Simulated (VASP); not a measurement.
# Cd (P6_3/mmc) in VASP: a series of runs

Runs on Cd. Level: LDA. Tasks: relaxation of cell and atoms.

Everything below comes from runs of VASP 6.6.1. Logs are shortened: lines on timing, memory, paths and dates and some standing lists are left out, and cuts for length are marked.

**1. The cell of the first run**

Symmetry: P6_3/mmc, No. 194, hexagonal system. The conventional cell has a = 2.957 Å, b = 2.957 Å, c = 4.790 Å, α = 90.00°, β = 90.00°, γ = 120.00°. Cd (site symmetry -6m2) has 12 Cd at 2.94 to 2.96 Å within 3.9 Å.

**2. Relaxation of cell and atoms, LDA, target pressure 7.5 GPa, at which the enthalpy is minimised**

INCAR reads:

```
SYSTEM = Cd
PREC = Accurate
ENCUT = 600
EDIFF = 1E-7
ISMEAR = -1
SIGMA = 0.08
LREAL = .False.
LASPH = .True.
NELM = 60
ALGO = Normal
ISIF = 3
LWAVE = .False.
LCHARG = .False.
GGA = CA
IBRION = 2
NSW = 32
EDIFFG = -0.005
PSTRESS = 75.0
```

KPOINTS reads:

```
Automatic mesh
0
Gamma
  15 15 8
  0 0 0
```

POSCAR reads:

```
Cd
1.0
    2.9566575818      0.0000000000      0.0000000000
   -1.4783287909      2.5605405761      0.0000000000
    0.0000000000      0.0000000000      4.7900560749
Cd
2
Direct
    0.3333333333      0.6666666667      0.2500000000
    0.6666666667      0.3333333333      0.7500000000
```

Potentials or basis: VASP PAW LDA potentials, release 64 (Cd).

Command:

```sh
$ cat potpaw_LDA.64/Cd/POTCAR > POTCAR
$ mpirun -np 1 vasp_std > vasp.out
```

OUTCAR:

```text
SYSTEM = Cd
   PREC = Accurate
   ENCUT = 600
   EDIFF = 1E-7
   ISMEAR = -1
   LREAL = .False.
   LASPH = .True.
   NELM = 60
   ISIF = 3
   GGA = CA
   IBRION = 2
   NSW = 32
   EDIFFG = -0.005
   PSTRESS = 75.0

 ion  position               nearest neighbor table
   1  0.333  0.667  0.250-   2 2.94   2 2.94   2 2.94   2 2.94   2 2.94   2 2.94
   2  0.667  0.333  0.750-   1 2.94   1 2.94   1 2.94   1 2.94   1 2.94   1 2.94

  LATTYP: Found a hexagonal cell.
 ALAT       =     2.9566575818
 C/A-ratio  =     1.6200915873

  Lattice vectors:

 A1 = (   2.9566575818,   0.0000000000,   0.0000000000)
 A2 = (  -1.4783287909,   2.5605405761,   0.0000000000)
 A3 = (   0.0000000000,   0.0000000000,   4.7900560749)

Analysis of symmetry for initial positions (statically):
=====================================================================
 Subroutine PRICEL returns:
 Original cell was already a primitive cell.

 Routine SETGRP: Setting up the symmetry group for a
 hexagonal supercell.

 Subroutine GETGRP returns: Found 24 space group operations
 (whereof 12 operations were pure point group operations)
 out of a pool of 24 trial point group operations.

The static configuration has the point symmetry D_3d.
 The point group associated with its full space group is D_6h.

Analysis of symmetry for dynamics (positions and initial velocities):
=====================================================================
 Subroutine PRICEL returns:
 Original cell was already a primitive cell.

 Routine SETGRP: Setting up the symmetry group for a
 hexagonal supercell.

 Subroutine GETGRP returns: Found 24 space group operations
 (whereof 12 operations were pure point group operations)
 out of a pool of 24 trial point group operations.

The dynamic configuration has the point symmetry D_3d.
 The point group associated with its full space group is D_6h.

 Subroutine INISYM returns: Found 24 space group operations
 (whereof 12 operations are pure point group operations),
 and found     1 'primitive' translations

----------------------------------------------------------------------------------------

                                     Primitive cell

  volume of cell :      36.2638

[... 92 lines left out ...]
   IBRION =      2    ionic relax: 0-MD 1-quasi-New 2-CG
   NFREE  =      1    steps in history (QN), initial steepest desc. (CG)
   ISIF   =      3    stress and relaxation
   ISYM   =      2    0-nonsym 1-usesym 2-fastsym
   POTIM  = 0.5000    time-step for ionic-motion
   TEBEG  =    0.0;   TEEND  =   0.0 temperature during run
   PSTRESS=   75.0 pullay stress
   NELECT =      24.0000    total number of electrons
   NUPDOWN=      -1.0000    fix difference up-down
   EMIN   =  10.00;   EMAX   =-10.00  energy-range for DOS
   EFERMI =   0.00;   METHOD = LEGACY
   ISMEAR =    -1;   SIGMA  =   0.08  broadening in eV -4-tet -1-fermi 0-gaus
   EFERMI_NEDOS =   21; number of points for ismear=-14 and -15
   IALGO  =     38    algorithm
   IMIX   =      4    mixing-type and parameters
     AMIX     =   0.40;   BMIX     =  1.00
     AMIX_MAG =   1.60;   BMIX_MAG =  1.00
  volume/ion in A,a.u.               =      18.13       122.36
  Fermi-wavevector in a.u.,A,eV,Ry     =   1.426661  2.695999 27.692779  2.035362
  Thomas-Fermi vector in A             =   2.546914
   LORBIT       =      0    0 simple, 1 ext, 2 COOP (PROOUT), +10 PAW based schemes
   GGA     = CA    functional components
   LHFCALC =     F    Hartree Fock is set to
   AEXX    =    0.0000 exact exchange contribution
   IVDW    =     0    specifies the selected vdW correction
   LEPSILON=     F    determine dielectric tensor
   LRPA    =     F    only Hartree local field effects (RPA)
 conjugate gradient relaxation of ions
 non-spin polarized calculation
  energy-cutoff  :      600.00
  volume of cell :       36.26
 maximum number of plane-waves:      1236
 NGX is ok and might be reduce to    24
   NGX = 11   NGY = 11   NGZ = 19

--------------------------------------- Ionic step        1  -------------------------------------------

 number of electron      23.9999996 magnetization

 Free energy of the ion-electron system (eV)
  ---------------------------------------------------
  ext. energy  EPLUGINS =         0.00000000
  ---------------------------------------------------
  free energy    TOTEN  =        -2.93146185 eV

  energy without entropy =       -2.92084215  energy(sigma->0) =       -2.92615200

------------------------ aborting loop because EDIFF is reached ----------------------------------------

  FORCE on cell =-STRESS in cart. coord.  units (eV):
  Direction    XX          YY          ZZ          XY          YZ          ZX
  --------------------------------------------------------------------------------------
  -------------------------------------------------------------------------------------
  Total        1.8954580      1.8954580      1.8920570      0.0000000      0.0000000      0.0000000
  in kB       83.7435695     83.7435695     83.5933058      0.0000000      0.0000000      0.0000000
  external PRESSURE =       8.6934816 kB  Pullay stress =      75.0000000 kB
[... 63 lines left out ...]
--------------------------------------- Ionic step        3  -------------------------------------------

 number of electron      23.9999991 magnetization

 Free energy of the ion-electron system (eV)
  ---------------------------------------------------
  ext. energy  EPLUGINS =         0.00000000
  ---------------------------------------------------
  free energy    TOTEN  =        -2.94528039 eV

  energy without entropy =       -2.93435380  energy(sigma->0) =       -2.93981709

 E-fermi :   4.3270     XC(G=0): -12.3005

 val. band max:        4.1950595900   @ k =   0.3333   0.3333   0.2500
 cond. band min:       4.3460130873   @ k =   0.3333   0.1333   0.0000
 fundamental gap:      0.1509534973
 Fermi energy:         4.3270175456

 k-point     1 :       0.0000    0.0000    0.0000
  band No.  band energies     occupation
      1      -6.4551      2.00000
      2      -6.2240      2.00000
      3      -5.6185      2.00000
      4      -5.5595      2.00000
      5      -5.5595      2.00000
      6      -5.4124      2.00000
[... 433 lines left out ...]
      3      -5.8883      2.00000
      4      -5.6326      2.00000
      5      -5.3889      2.00000
      6      -5.2063      2.00000
[... 8 lines left out ...]
     15       8.5042      0.00000
     16       9.5869      0.00000

 [... further k-points ...]

------------------------ aborting loop because EDIFF is reached ----------------------------------------

  FORCE on cell =-STRESS in cart. coord.  units (eV):
  Direction    XX          YY          ZZ          XY          YZ          ZX
  --------------------------------------------------------------------------------------
  -------------------------------------------------------------------------------------
  Total        1.7145967      1.7145967      1.7045215      0.0000000     -0.0000000      0.0000000
  in kB       75.1742149     75.1742149     74.7324801      0.0000000     -0.0000000      0.0000000
  external PRESSURE =       0.0269699 kB  Pullay stress =      75.0000000 kB
[... 21 lines left out ...]
  energy  without entropy=       -2.9343538026  energy(sigma->0) =       -2.93981709

  enthalpy is  TOTEN    =        -1.2346572018 eV   P V=        1.7106231851

 reached required accuracy - stopping structural energy minimisation
```

OSZICAR:

```text
N       E                     dE             d eps       ncg     rms          rms(c)
DAV:   1     0.189422762549E+03    0.18942E+03   -0.14753E+04  4320   0.174E+03
DAV:   2     0.465784817203E+00   -0.18896E+03   -0.18461E+03  4408   0.409E+02
DAV:   3    -0.313254759435E+01   -0.35983E+01   -0.35926E+01  5288   0.674E+01
DAV:   4    -0.313729967414E+01   -0.47521E-02   -0.47520E-02  5048   0.218E+00
[... 21 lines left out ...]
DAV:   3    -0.294544872261E+01    0.76377E-03   -0.15723E-03  5152   0.511E-01    0.205E-01
DAV:   4    -0.294528017889E+01    0.16854E-03   -0.17057E-04  4728   0.110E-01    0.181E-02
DAV:   5    -0.294527990411E+01    0.27478E-06   -0.30902E-06  5008   0.204E-02    0.134E-02
DAV:   6    -0.294528029177E+01   -0.38766E-06   -0.13591E-06  5016   0.164E-02    0.755E-03
DAV:   7    -0.294528038693E+01   -0.95157E-07   -0.19512E-07  3800   0.359E-03
   3 F= -.12346572E+01 E0= -.12291939E+01  d E =-.750807E-03
```

CONTCAR:

```text
Cd
   1.00000000000000
     2.9642685484759306    0.0000000000000000    0.0000000000000000
    -1.4821342742379653    2.5671318665871219   -0.0000000000000000
     0.0000000000000000    0.0000000000000000    4.8021746312809803
  Cd
     2
Direct
     0.3333333332999970    0.6666666667000030    0.2500000000000000
     0.6666666667000030    0.3333333332999970    0.7500000000000000

  0.00000000E+00  0.00000000E+00  0.00000000E+00
  0.00000000E+00  0.00000000E+00  0.00000000E+00
```

It took 71 s on 1 thread of Intel Xeon 6975P-C (Granite Rapids), shared host; peak memory 0.2 GiB.

What came out:

```
Free energy                                                : -2.9453 eV
Relaxed volume                                             : 18.27 Å³/atom
Relaxed cell                                               : a = 2.964 Å, b = 2.964 Å, c = 4.802 Å, α = 90.00°, β = 90.00°, γ = 120.00°
Space group after relaxing (to 0.1 Å)                      : P6_3/mmc (No. 194)
Energy change on relaxing (the run minimises the enthalpy) : -6.9 meV/atom
Ionic steps                                                : 3
Pressure after relaxing                                    : 7.5 GPa
Band gap on the k mesh                                     : zero (bands 12 and 13 overlap by 2.57 eV)
```

Step by step:
```tsv
step	energy change (eV)	largest force (eV/Å)	pressure (GPa)	volume (Å³)
1	0.0000	0.0000	8.37	36.26
2	-0.0245	0.0000	6.77	36.78
3	-0.0138	0.0000	7.50	36.54
```

Final structure:
```xyz
2
Lattice="2.9643 0.0000 0.0000 -1.4821 2.5671 0.0000 0.0000 0.0000 4.8022" Properties=species:S:1:pos:R:3 pbc="T T T"
Cd    0.0000    1.7114    1.2005
Cd    1.4821    0.8557    3.6016
```

Caveat: the cell is relaxed towards a set pressure, so the run minimises the enthalpy, not the energy.

(Continued in part 2 of 2.)

The gap in the log of VASP goes by the Fermi energy; the results here count the filled bands.